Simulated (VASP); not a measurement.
# Pt (Fd-3m) in VASP: notebook

Runs on Pt. Level: r2SCAN. Tasks: single point.

All numbers are computed with VASP 6.6.1; they aren't measurements. Logs are shortened: lines on timing, memory, paths and dates and some standing lists are left out, and cuts for length are marked.

## 1. The cell of the first run

Symmetry: Fd-3m, No. 227, cubic system. The conventional cell has a = 5.945 Å, b = 5.945 Å, c = 5.945 Å, α = 90.00°, β = 90.00°, γ = 90.00°. Within 3.4 Å of Pt (site symmetry -43m) lie 4 Pt at 2.57 Å.

## 2. Single point, r2SCAN (volume scaled by 1.12)

Input file POSCAR:

```
Pt
1.0
    0.0000000000      2.9724217024      2.9724217024
    2.9724217024      0.0000000000      2.9724217024
    2.9724217024      2.9724217024      0.0000000000
Pt
2
Direct
    0.1250000000      0.1250000000      0.1250000000
    0.8750000000      0.8750000000      0.8750000000
```

Input file INCAR.step1:

```
ALGO = Normal ; EDIFF = 1E-4
ENCUT = 520 ; GGA = PE
ISMEAR = -1 ; LASPH = True
LCHARG = False ; LREAL = False
LWAVE = True ; NBANDS = 17
NELM = 80 ; PREC = Accurate
SIGMA = 0.1
```

Input file INCAR.step2:

```
ALGO = Normal ; EDIFF = 1E-6
ENCUT = 520 ; ISIF = 2
ISMEAR = -1 ; ISTART = 1
LASPH = True ; LCHARG = False
LMIXTAU = True ; LREAL = False
LWAVE = False ; METAGGA = R2SCAN
NBANDS = 17 ; NELM = 80
PREC = Accurate ; SIGMA = 0.1
```

Input file KPOINTS:

```
k-points
0
Gamma
  11 11 11
```

Potentials or basis: VASP PAW PBE potentials, release 64 (Pt).

Started as:

```console
$ cat potpaw_PBE.64/Pt/POTCAR > POTCAR
$ cp INCAR.step1 INCAR
$ mpirun -np 1 vasp_std > vasp.out
$ cp INCAR.step2 INCAR
$ mpirun -np 1 vasp_std > vasp.out
```

OUTCAR:

```text
EDIFF = 1E-6
   ENCUT = 520
   ISIF = 2
   ISMEAR = -1
   ISTART = 1
   LASPH = True
   LREAL = False
   METAGGA = R2SCAN
   NELM = 80
   PREC = Accurate

 ion  position               nearest neighbor table
   1  0.125  0.125  0.125-   2 2.57   2 2.57   2 2.57   2 2.57
   2  0.875  0.875  0.875-   1 2.57   1 2.57   1 2.57   1 2.57

  LATTYP: Found a face centered cubic cell.
 ALAT       =     5.9448434048

  Lattice vectors:

 A1 = (   0.0000000000,   2.9724217024,   2.9724217024)
 A2 = (   2.9724217024,   0.0000000000,   2.9724217024)
 A3 = (   2.9724217024,   2.9724217024,   0.0000000000)

Analysis of symmetry for initial positions (statically):
=====================================================================
 Subroutine PRICEL returns:
 Original cell was already a primitive cell.

 Routine SETGRP: Setting up the symmetry group for a
 face centered cubic supercell.

 Subroutine GETGRP returns: Found 48 space group operations
 (whereof 12 operations were pure point group operations)
 out of a pool of 48 trial point group operations.

The static configuration has the point symmetry D_3d.
 The point group associated with its full space group is O_h .

Analysis of symmetry for dynamics (positions and initial velocities):
=====================================================================
 Subroutine PRICEL returns:
 Original cell was already a primitive cell.

 Routine SETGRP: Setting up the symmetry group for a
 face centered cubic supercell.

 Subroutine GETGRP returns: Found 48 space group operations
 (whereof 12 operations were pure point group operations)
 out of a pool of 48 trial point group operations.

The dynamic configuration has the point symmetry D_3d.
 The point group associated with its full space group is O_h .

 Subroutine INISYM returns: Found 48 space group operations
 (whereof 12 operations are pure point group operations),
 and found     1 'primitive' translations

----------------------------------------------------------------------------------------

                                     Primitive cell

  volume of cell :      52.5244

  direct lattice vectors                    reciprocal lattice vectors
     0.000000000  2.972421702  2.972421702    -0.168213009  0.168213009  0.168213009
     2.972421702  0.000000000  2.972421702     0.168213009 -0.168213009  0.168213009
     2.972421702  2.972421702  0.000000000     0.168213009  0.168213009 -0.168213009

[... 81 lines left out ...]
   ENCUT  =  520.0 eV  38.22 Ry    6.18 a.u.   7.82  7.82  7.82*2*pi/ulx,y,z
   NELM   =     80;   NELMIN=  2; NELMDL=  0     # of ELM steps
   EDIFF  = 0.1E-05   stopping-criterion for ELM
   LREAL  =      F    real-space projection
   EDIFFG = 0.1E-04   stopping-criterion for IOM
   NSW    =      0    number of steps for IOM
   IBRION =     -1    ionic relax: 0-MD 1-quasi-New 2-CG
   NFREE  =      0    steps in history (QN), initial steepest desc. (CG)
   ISIF   =      2    stress and relaxation
   ISYM   =      2    0-nonsym 1-usesym 2-fastsym
   POTIM  = 0.5000    time-step for ionic-motion
   TEBEG  =    0.0;   TEEND  =   0.0 temperature during run
   PSTRESS=    0.0 pullay stress
   NELECT =      20.0000    total number of electrons
   NUPDOWN=      -1.0000    fix difference up-down
   EMIN   =  10.00;   EMAX   =-10.00  energy-range for DOS
   EFERMI =   0.00;   METHOD = LEGACY
   ISMEAR =    -1;   SIGMA  =   0.10  broadening in eV -4-tet -1-fermi 0-gaus
   EFERMI_NEDOS =   21; number of points for ismear=-14 and -15
   IALGO  =     38    algorithm
   IMIX   =      4    mixing-type and parameters
     AMIX     =   0.40;   BMIX     =  1.00
     AMIX_MAG =   1.60;   BMIX_MAG =  1.00
  volume/ion in A,a.u.               =      26.26       177.23
  Fermi-wavevector in a.u.,A,eV,Ry     =   1.186582  2.242315 19.156687  1.407977
  Thomas-Fermi vector in A             =   2.322752
   LORBIT       =      0    0 simple, 1 ext, 2 COOP (PROOUT), +10 PAW based schemes
   METAGGA = R2SCAN    functional components
   LHFCALC =     F    Hartree Fock is set to
   AEXX    =    0.0000 exact exchange contribution
   IVDW    =     0    specifies the selected vdW correction
   LEPSILON=     F    determine dielectric tensor
   LRPA    =     F    only Hartree local field effects (RPA)
 non-spin polarized calculation
  energy-cutoff  :      520.00
  volume of cell :       52.52
 maximum number of plane-waves:      1425
   NGX = 15   NGY = 15   NGZ = 15

 number of electron      20.0000000 magnetization

 Free energy of the ion-electron system (eV)
  ---------------------------------------------------
  ext. energy  EPLUGINS =         0.00000000
  ---------------------------------------------------
  free energy    TOTEN  =      -100.63237202 eV

  energy without entropy =     -100.46207781  energy(sigma->0) =     -100.54722492

 E-fermi :   3.8176     XC(G=0): -10.6660

 val. band max:        3.8073442238   @ k =   0.2727   0.0909   0.0000
 cond. band min:       3.8226544938   @ k =  -0.3636   0.2727   0.0000
 fundamental gap:      0.0153102700
 Fermi energy:         3.8176367057

 k-point     1 :       0.0000    0.0000    0.0000
  band No.  band energies     occupation
      1      -2.7000      2.00000
      2      -0.2462      2.00000
      3      -0.2462      2.00000
      4      -0.1423      2.00000
      5      -0.1423      2.00000
      6      -0.1423      2.00000
[... 457 lines left out ...]
      4      -0.2321      2.00000
      5       0.0985      2.00000
      6       0.5960      2.00000
[... 9 lines left out ...]
     16      16.1196      0.00000
     17      16.1736      0.00000

 [... further k-points ...]

------------------------ aborting loop because EDIFF is reached ----------------------------------------

  FORCE on cell =-STRESS in cart. coord.  units (eV):
  Direction    XX          YY          ZZ          XY          YZ          ZX
  --------------------------------------------------------------------------------------
  -------------------------------------------------------------------------------------
  Total       -3.4841576     -3.4841576     -3.4841576     -0.0000000     -0.0000000     -0.0000000
  in kB     -106.2789154   -106.2789154   -106.2789154     -0.0000000     -0.0000000     -0.0000000
  external PRESSURE =    -106.2789154 kB  Pullay stress =       0.0000000 kB

 VOLUME and BASIS-vectors are now :
 -----------------------------------------------------------------------------
  energy-cutoff  :      520.00
  volume of cell :       52.52
      direct lattice vectors                 reciprocal lattice vectors
     0.000000000  2.972421702  2.972421702    -0.168213009  0.168213009  0.168213009
     2.972421702  0.000000000  2.972421702     0.168213009 -0.168213009  0.168213009
     2.972421702  2.972421702  0.000000000     0.168213009  0.168213009 -0.168213009

 POSITION                                       TOTAL-FORCE (eV/Angst)
 -----------------------------------------------------------------------------------
      0.74311      0.74311      0.74311        -0.000000      0.000000     -0.000000
      5.20174      5.20174      5.20174         0.000000     -0.000000      0.000000
 -----------------------------------------------------------------------------------
    total drift:                                0.000000      0.000000     -0.000000

  FREE ENERGIE OF THE ION-ELECTRON SYSTEM (eV)
  ---------------------------------------------------
  free  energy   TOTEN  =      -100.6323720192 eV

  energy  without entropy=     -100.4620778148  energy(sigma->0) =     -100.54722492
```

OUTCAR.step1:

```text
EDIFF = 1E-4
   ENCUT = 520
   GGA = PE
   ISMEAR = -1
   LASPH = True
[... 702 lines left out ...]
      0.74311      0.74311      0.74311        -0.000000     -0.000000     -0.000000
      5.20174      5.20174      5.20174         0.000000      0.000000      0.000000
 -----------------------------------------------------------------------------------
    total drift:                                0.000000      0.000000     -0.000000

  FREE ENERGIE OF THE ION-ELECTRON SYSTEM (eV)
  ---------------------------------------------------
  free  energy   TOTEN  =       -10.0254552806 eV

  energy  without entropy=       -9.8525724757  energy(sigma->0) =       -9.93901388
```

Wall time 62 s (1 thread of Intel Xeon 6975P-C (Granite Rapids), shared host); peak memory 0.2 GiB.

What came out:

```
Free energy            : -100.6324 eV
Pressure               : -10.6 GPa
Band gap on the k mesh : zero (band 10 reaches 4.00 eV, above the bottom of band 11 at 3.46 eV)
```

Caveat: the cell differs from its parent crystal (volume scaled by 1.12); the PAW data sets were made with another functional, which shifts forces and pressure a little; spin-orbit coupling is left out, which moves the levels of the heavy elements.

## 3. Single point, r2SCAN

This run uses another cell than the first one, of 23.45 Å³/atom, 0.893 times its volume.

Input file POSCAR:

```
Pt
1.0
    0.0000000000      2.8622292525      2.8622292525
    2.8622292525      0.0000000000      2.8622292525
    2.8622292525      2.8622292525      0.0000000000
Pt
2
Direct
    0.1250000000      0.1250000000      0.1250000000
    0.8750000000      0.8750000000      0.8750000000
```

Input file INCAR.step1:

```
  PREC = Accurate
  ENCUT = 520
  ISMEAR = -1
  SIGMA = 0.1
  LREAL = False
  LASPH = True
  NELM = 60
  NBANDS = 17
  GGA = PE
  ALGO = Normal
  EDIFF = 1E-4
  LWAVE = True
  LCHARG = False
```

Input file INCAR.step2:

```
  PREC = Accurate
  ENCUT = 520
  EDIFF = 1E-6
  ISMEAR = -1
  SIGMA = 0.1
  LREAL = False
  LASPH = True
  NELM = 60
  ALGO = Normal
  ISIF = 2
  LWAVE = False
  LCHARG = True
  METAGGA = R2SCAN
  LMIXTAU = True
  LELF = True
  LVHAR = True
  NBANDS = 17
  ISTART = 1
```

Input file KPOINTS:

```
Automatic mesh
0
Gamma
  16 16 16
```

Potentials or basis: VASP PAW PBE potentials, release 64 (Pt).

Started as:

```console
$ cat potpaw_PBE.64/Pt/POTCAR > POTCAR
$ cp INCAR.step1 INCAR
$ mpirun -np 1 vasp_std > vasp.out
$ cp INCAR.step2 INCAR
$ mpirun -np 1 vasp_std > vasp.out
```

Run time: 2.9 min. Hardware: 1 thread of Intel Xeon 6975P-C (Granite Rapids), shared host; peak memory 0.24 GiB.

Results (log left out):

```
Free energy            : -100.8413 eV
Pressure               : 0.1 GPa
Band gap on the k mesh : zero (band 10 reaches 5.39 eV, above the bottom of band 11 at 4.73 eV)
```

Levels at points of the mesh, in eV from the Fermi level:
```
           k point  band 7  band 8  band 9  band 10  band 11  band 12  band 13  band 14
(0.00, 0.00, 0.00)   -1.97   -1.97   -1.97    -0.12    -0.12    11.10    11.13    12.26
(0.50, 0.00, 0.00)   -1.49   -1.49   -1.35    -0.44    -0.44     0.82     8.43     8.43
(0.50, 0.50, 0.00)   -2.67   -2.67   -0.16    -0.16     1.40     1.40     4.11     4.11
```

Caveat: the PAW data sets were made with another functional, which shifts forces and pressure a little; spin-orbit coupling is left out, which moves the levels of the heavy elements.
